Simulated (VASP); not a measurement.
# NiO (F-43m) in VASP: relaxation of cell and atoms with PBE

Aim: the relaxation of cell and atoms of NiO with PBE.

All numbers are computed with VASP 6.6.1; they aren't measurements. Logs are shortened: lines on timing, memory, paths and dates and some standing lists are left out, and cuts for length are marked.

**1. The cell of the first run**

The structure is cubic, space group F-43m (No. 216). Conventional cell: a = 4.481 Å, b = 4.481 Å, c = 4.481 Å, α = 90.00°, β = 90.00°, γ = 90.00°. Within 2.6 Å of Ni (site symmetry -43m) lie 4 O at 1.94 Å. Within 2.6 Å of O (site symmetry -43m) lie 4 Ni at 1.94 Å.

The cell was generated, and may not be a known phase.

**2. Relaxation of cell and atoms, PBE, collinear spin, ferromagnetic start**

INCAR

```
SYSTEM = NiO
ALGO     = Normal         ! electronic algorithm
EDIFF    = 1E-6           ! SCF threshold, eV
EDIFFG   = -0.01          ! ionic threshold
ENCUT    = 600            ! plane-wave cutoff, eV
GGA      = PE             ! functional
IBRION   = 2              ! ionic algorithm
ISIF     = 3              ! what is computed and relaxed
ISMEAR   = 0              ! smearing method
ISPIN    = 2              ! spin polarisation
LASPH    = .TRUE.         ! aspherical terms in the spheres
LCHARG   = .FALSE.        ! write CHGCAR
LMAXMIX  = 4              ! l up to which the mixer works
LORBIT   = 11             ! projections on sites
LREAL    = .FALSE.        ! projectors in reciprocal space
LWAVE    = .FALSE.        ! write WAVECAR
MAGMOM   = 1.63 0.42      ! initial moments
NELM     = 150            ! most SCF steps
NSW      = 100            ! ionic steps
PREC     = Accurate       ! precision mode
SIGMA    = 0.1            ! smearing width, eV
```

KPOINTS

```
k-points
0
G
  22 22 22
  0 0 0
```

POSCAR

```
NiO
1.0
    0.0000000000      2.2406275000      2.2406275000
    2.2406275000      0.0000000000      2.2406275000
    2.2406275000      2.2406275000      0.0000000000
Ni O
1 1
Direct
    0.0000000000      0.0000000000      0.0000000000
    0.7500000000      0.7500000000      0.7500000000
```

Potentials or basis: VASP PAW PBE potentials, release 64 (Ni, O).

Command:

```
cat potpaw_PBE.64/Ni/POTCAR potpaw_PBE.64/O/POTCAR > POTCAR
mpirun -np 1 vasp_std > vasp.out
```

OUTCAR:

```text
SYSTEM = NiO
   EDIFF = 1E-6
   EDIFFG = -0.01
   ENCUT = 600
   GGA = PE
   IBRION = 2
   ISIF = 3
   ISMEAR = 0
   ISPIN = 2
   LASPH = .TRUE.
   LORBIT = 11
   LREAL = .FALSE.
   NELM = 150
   NSW = 100
   PREC = Accurate

 ion  position               nearest neighbor table
   1  0.000  0.000  0.000-   2 1.94   2 1.94   2 1.94   2 1.94
   2  0.750  0.750  0.750-   1 1.94   1 1.94   1 1.94   1 1.94

  LATTYP: Found a face centered cubic cell.
 ALAT       =     4.4812550000

  Lattice vectors:

 A1 = (   0.0000000000,   2.2406275000,   2.2406275000)
 A2 = (   2.2406275000,   0.0000000000,   2.2406275000)
 A3 = (   2.2406275000,   2.2406275000,   0.0000000000)

Analysis of symmetry for initial positions (statically):
=====================================================================
 Subroutine PRICEL returns:
 Original cell was already a primitive cell.

 Routine SETGRP: Setting up the symmetry group for a
 face centered cubic supercell.

 Subroutine GETGRP returns: Found 24 space group operations
 (whereof 24 operations were pure point group operations)
 out of a pool of 48 trial point group operations.

The static configuration has the point symmetry T_d .

Analysis of symmetry for dynamics (positions and initial velocities):
=====================================================================
 Subroutine PRICEL returns:
 Original cell was already a primitive cell.

 Routine SETGRP: Setting up the symmetry group for a
 face centered cubic supercell.

 Subroutine GETGRP returns: Found 24 space group operations
 (whereof 24 operations were pure point group operations)
 out of a pool of 48 trial point group operations.

The dynamic configuration has the point symmetry T_d .

Analysis of structural, dynamic, and magnetic symmetry:
=====================================================================
 Subroutine PRICEL returns:
 Original cell was already a primitive cell.

 Routine SETGRP: Setting up the symmetry group for a
 face centered cubic supercell.

 Subroutine GETGRP returns: Found 24 space group operations
 (whereof 24 operations were pure point group operations)
 out of a pool of 48 trial point group operations.

The overall configuration has the point symmetry T_d .

 Subroutine INISYM returns: Found 24 space group operations
 (whereof 24 operations are pure point group operations),
 and found     1 'primitive' translations

----------------------------------------------------------------------------------------

                                     Primitive cell

  volume of cell :      22.4977

  direct lattice vectors                    reciprocal lattice vectors
     0.000000000  2.240627500  2.240627500    -0.223151773  0.223151773  0.223151773
     2.240627500  0.000000000  2.240627500     0.223151773 -0.223151773  0.223151773
     2.240627500  2.240627500  0.000000000     0.223151773  0.223151773 -0.223151773

  length of vectors
     3.168725799  3.168725799  3.168725799     0.386510209  0.386510209  0.386510209

  position of ions in fractional coordinates (direct lattice)
     0.000000000  0.000000000  0.000000000
     0.750000000  0.750000000  0.750000000

  ion indices of the primitive-cell ions
   primitive index   ion index
                 1           1
                 2           2

----------------------------------------------------------------------------------------

 KPOINTS: k-points

Automatic generation of k-mesh.
 Grid dimensions read from file:
 generate k-points for:   22   22   22

 Generating k-lattice:

  Cartesian coordinates                     Fractional coordinates (reciprocal lattice)
    -0.010143262  0.010143262  0.010143262     0.045454545  0.000000000  0.000000000
     0.010143262 -0.010143262  0.010143262     0.000000000  0.045454545  0.000000000
     0.010143262  0.010143262 -0.010143262     0.000000000  0.000000000  0.045454545

  Length of vectors
     0.017568646  0.017568646  0.017568646

  Shift w.r.t. Gamma in fractional coordinates (k-lattice)
     0.000000000  0.000000000  0.000000000

 Subroutine IBZKPT returns following result:
 ===========================================

 Found    328 irreducible k-points:

 Following reciprocal coordinates:
            Coordinates               Weight
  0.000000  0.000000  0.000000      1.000000
  0.045455  0.000000  0.000000      8.000000
  0.090909  0.000000  0.000000      8.000000
  0.136364  0.000000  0.000000      8.000000
  0.181818  0.000000  0.000000      8.000000
  0.227273  0.000000  0.000000      8.000000
[... 16 lines left out ...]
  0.500000  0.045455  0.000000     24.000000
 -0.454545  0.045455  0.000000     24.000000
 [... further k-points ...]
   k-points           NKPTS =    328   k-points in BZ     NKDIM =    328   number of bands    NBANDS=     13
   number of dos      NEDOS =    301   number of ions     NIONS =      2
   total plane-waves  NPLWV =  21952
   dimension x,y,z NGX =    28 NGY =   28 NGZ =   28
   dimension x,y,z NGXF=    56 NGYF=   56 NGZF=   56
   ions per type =               1   1
   NGX,Y,Z   is equivalent  to a cutoff of  14.69, 14.69, 14.69 a.u.
   NGXF,Y,Z  is equivalent  to a cutoff of  29.38, 29.38, 29.38 a.u.
 SYSTEM =  NiO
   PREC   = accura    normal or accurate (medium, high low for compatibility)
   ISTART =      0    job   : 0-new  1-cont  2-samecut
   ICHARG =      2    charge: 1-file 2-atom 10-const
   ISPIN  =      2    spin polarized calculation?
   LNONCOLLINEAR =      F non collinear calculations
   LSORBIT =      F    spin-orbit coupling
   LASPH  =      T    aspherical Exc in radial PAW
   ENCUT  =  600.0 eV  44.10 Ry    6.64 a.u.   6.33  6.33  6.33*2*pi/ulx,y,z
   NELM   =    150;   NELMIN=  2; NELMDL= -5     # of ELM steps
   EDIFF  = 0.1E-05   stopping-criterion for ELM
   LREAL  =      F    real-space projection
   EDIFFG = -.1E-01   stopping-criterion for IOM
   NSW    =    100    number of steps for IOM
   IBRION =      2    ionic relax: 0-MD 1-quasi-New 2-CG
   NFREE  =      1    steps in history (QN), initial steepest desc. (CG)
   ISIF   =      3    stress and relaxation
   ISYM   =      2    0-nonsym 1-usesym 2-fastsym
   POTIM  = 0.5000    time-step for ionic-motion
   TEBEG  =    0.0;   TEEND  =   0.0 temperature during run
   PSTRESS=    0.0 pullay stress
   NELECT =      16.0000    total number of electrons
   NUPDOWN=      -1.0000    fix difference up-down
   EMIN   =  10.00;   EMAX   =-10.00  energy-range for DOS
   EFERMI =   0.00;   METHOD = LEGACY
   ISMEAR =     0;   SIGMA  =   0.10  broadening in eV -4-tet -1-fermi 0-gaus
   EFERMI_NEDOS =   21; number of points for ismear=-14 and -15
   IALGO  =     38    algorithm
   IMIX   =      4    mixing-type and parameters
     AMIX     =   0.40;   BMIX     =  1.00
     AMIX_MAG =   1.60;   BMIX_MAG =  1.00
  volume/ion in A,a.u.               =      11.25        75.91
  Fermi-wavevector in a.u.,A,eV,Ry     =   1.461286  2.761430 29.053285  2.135356
  Thomas-Fermi vector in A             =   2.577635
   LORBIT       =     11    0 simple, 1 ext, 2 COOP (PROOUT), +10 PAW based schemes
   GGA     = PE    functional components
   LHFCALC =     F    Hartree Fock is set to
   AEXX    =    0.0000 exact exchange contribution
   IVDW    =     0    specifies the selected vdW correction
   LEPSILON=     F    determine dielectric tensor
   LRPA    =     F    only Hartree local field effects (RPA)
 conjugate gradient relaxation of ions
 spin polarized calculation
 Gauss-broadening in eV      SIGMA  =   0.10
  energy-cutoff  :      600.00
  volume of cell :       22.50
 maximum number of plane-waves:       763
 NGX is ok and might be reduce to    28
   NGX = 13   NGY = 13   NGZ = 13

 number of electron      16.0000003 magnetization       1.9112598

 Free energy of the ion-electron system (eV)
  ---------------------------------------------------
  ext. energy  EPLUGINS =         0.00000000
  ---------------------------------------------------
  free energy    TOTEN  =       -11.60159677 eV

  energy without entropy =      -11.59236921  energy(sigma->0) =      -11.59698299

 E-fermi :   5.5919     XC(G=0): -11.2350

 val. band max:        5.5900357742   @ k =  -0.4545   0.3636   0.0000
 cond. band min:       5.5921516588   @ k =   0.0455   0.0000   0.0000
 fundamental gap:      0.0021158845
 Fermi energy:         5.5919038866

 spin component 1

 k-point     1 :       0.0000    0.0000    0.0000
  band No.  band energies     occupation
      1     -14.3667      1.00000
      2      -0.3976      1.00000
      3      -0.3976      1.00000
      4      -0.3976      1.00000
      5       3.1681      1.00000
      6       3.1682      1.00000
      7       5.7549      0.01059
      8       5.7549      0.01059
      9       5.7549      0.01059
     10       6.0347      0.00000
     11      19.8734      0.00000
     12      19.8734      0.00000
     13      19.8734      0.00000

 k-point     2 :       0.0455    0.0000    0.0000
  band No.  band energies     occupation
      1     -14.3541      1.00000
      2      -0.4295      1.00000
      3      -0.3899      1.00000
      4      -0.3899      1.00000
      5       3.1640      1.00000
      6       3.1640      1.00000
      7       5.5922      0.49860
      8       5.7424      0.01668
      9       5.7424      0.01667
     10       6.2383      0.00000
     11      19.6460      0.00000
[... 339 lines left out ...]
 k-point    24 :      -0.4545    0.0455    0.0000
  band No.  band energies     occupation
      1     -13.7140      1.00000
      2      -1.2764      1.00000
      3      -0.0742      1.00000
      4      -0.0518      1.00000
      5       3.0341      1.00000
      6       3.2100      1.00000
      7       3.2396      1.00000
      8       4.8858      1.00000
      9       4.9492      1.00000
     10      11.4266      0.00000
     11      13.0236      0.00000
     12      19.1311      0.00000
     13      19.4300      0.00000

 [... further k-points ...]

 spin component 2

 k-point     1 :       0.0000    0.0000    0.0000
  band No.  band energies     occupation
      1     -13.7670      1.00000
      2       0.6041      1.00000
      3       0.6041      1.00000
      4       0.6041      1.00000
      5       4.2294      1.00000
      6       4.2295      1.00000
      7       6.3343      0.00000
      8       7.3532      0.00000
      9       7.3532      0.00000
     10       7.3532      0.00000
     11      20.1315      0.00000
     12      20.1315      0.00000
     13      20.1315      0.00000

 k-point     2 :       0.0455    0.0000    0.0000
  band No.  band energies     occupation
      1     -13.7535      1.00000
      2       0.5561      1.00000
      3       0.6104      1.00000
      4       0.6105      1.00000
      5       4.2268      1.00000
      6       4.2268      1.00000
      7       6.3907      0.00000
      8       7.3397      0.00000
      9       7.3397      0.00000
     10       7.3508      0.00000
     11      19.9051      0.00000
[... 339 lines left out ...]
 k-point    24 :      -0.4545    0.0455    0.0000
  band No.  band energies     occupation
      1     -13.0651      1.00000
      2      -0.8180      1.00000
      3       0.8214      1.00000
      4       0.8517      1.00000
      5       4.4127      1.00000
      6       4.4345      1.00000
      7       4.8607      1.00000
      8       6.4010      0.00000
      9       6.4604      0.00000
     10      11.7617      0.00000
     11      13.5049      0.00000
     12      19.4632      0.00000
     13      19.7611      0.00000

 [... further k-points ...]

------------------------ aborting loop because EDIFF is reached ----------------------------------------

  FORCE on cell =-STRESS in cart. coord.  units (eV):
  Direction    XX          YY          ZZ          XY          YZ          ZX
  --------------------------------------------------------------------------------------
  -------------------------------------------------------------------------------------
  Total        0.0028184      0.0028184      0.0028184     -0.0000000      0.0000000     -0.0000000
  in kB        0.2007110      0.2007110      0.2007110     -0.0000000      0.0000000     -0.0000000
  external PRESSURE =       0.2007110 kB  Pullay stress =       0.0000000 kB

 VOLUME and BASIS-vectors are now :
 -----------------------------------------------------------------------------
  energy-cutoff  :      600.00
  volume of cell :       22.50
      direct lattice vectors                 reciprocal lattice vectors
     0.000000000  2.240627500  2.240627500    -0.223151773  0.223151773  0.223151773
     2.240627500  0.000000000  2.240627500     0.223151773 -0.223151773  0.223151773
     2.240627500  2.240627500  0.000000000     0.223151773  0.223151773 -0.223151773

 POSITION                                       TOTAL-FORCE (eV/Angst)
 -----------------------------------------------------------------------------------
      0.00000      0.00000      0.00000        -0.000000     -0.000000     -0.000000
      3.36094      3.36094      3.36094         0.000000      0.000000      0.000000
 -----------------------------------------------------------------------------------
    total drift:                               -0.000000     -0.000000      0.000000

  FREE ENERGIE OF THE ION-ELECTRON SYSTEM (eV)
  ---------------------------------------------------
  free  energy   TOTEN  =       -11.6015967672 eV

  energy  without entropy=      -11.5923692135  energy(sigma->0) =      -11.59698299

 reached required accuracy - stopping structural energy minimisation

 total charge

# of ion       s       p       d       tot
------------------------------------------
    1        0.380   0.479   8.241   9.100
    2        1.553   3.419   0.000   4.972
--------------------------------------------------
tot          1.932   3.898   8.241  14.071

 magnetization (x)

# of ion       s       p       d       tot
------------------------------------------
    1        0.003   0.039   1.453   1.495
    2        0.016   0.343   0.000   0.360
--------------------------------------------------
tot          0.020   0.383   1.453   1.855
```

Run time: 3.8 min. Hardware: 1 thread of Oxide Virtual Turin-like, shared host; peak memory 0.3 GiB.

Results:

- Free energy: -11.6016 eV
- Pressure after relaxing: 0.0 GPa
- Net moment: 1.91 μB per cell
- Site moments: Ni +1.50; O +0.36 μB
- Valence electrons inside the program's atomic spheres: Ni 9.10; O 4.97

Final structure:
```
Ni O
1.0
     0.00000    2.24063    2.24063
     2.24063    0.00000    2.24063
     2.24063    2.24063    0.00000
Ni O
1 1
Cartesian
  0.0000 0.0000 0.0000
  3.3609 3.3609 3.3609
```

Caveat: the relaxation stopped at its first step, so nothing moved; a cell with one magnetic atom can't hold antiferromagnetic order, which such compounds often take; semilocal functionals often make such compounds metallic where correlation or magnetic order opens a gap, which also shifts bond lengths.
